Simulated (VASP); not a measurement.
Runs of VASP 6.6.1 on MgRe. The structure is that of space group F-43m (No. 216), or close to it. The cells are those of the table. 

```csv
task,cell,k mesh,cutoff (eV),gap on the mesh (eV),pressure (GPa)
single point,"a = 4.226 Å, angles 60.0°, 2 atoms",6 × 6 × 6,520,none,(a)
relaxation of cell and atoms,"relaxed from a = 4.226 Å, angles 60.0°, 2 atoms",16 × 16 × 16,600,none,0.0
single point,"a = 4.228 Å, angles 60.0°, 2 atoms",16 × 16 × 16,520,none,0.0
single point,"a = 3.736 Å, angles 60.0°, 2 atoms",6 × 6 × 6,520,none,30.3
relaxation of cell and atoms,"relaxed from a = 3.736 Å, angles 60.0°, 2 atoms",6 × 6 × 6,600,none,-0.1
```

Alike in all rows: level PBE; potentials or basis VASP PAW PBE potentials, release 64 (Mg, Re); no spin polarisation; smearing gaussian 0.1 eV.

**Question.** Fill in the values left out.

**Answer.** (a) 0.1.

Caveats: spin-orbit coupling is left out, which moves the levels of the heavy elements; the relaxation stopped at its first step, so nothing moved (at least some runs); the cell stands under pressure (at least some runs).

A k mesh can miss the band edges, and the runs leave out spin-orbit coupling on Re.

A gap of «none» marks levels without a gap at the run's occupations.
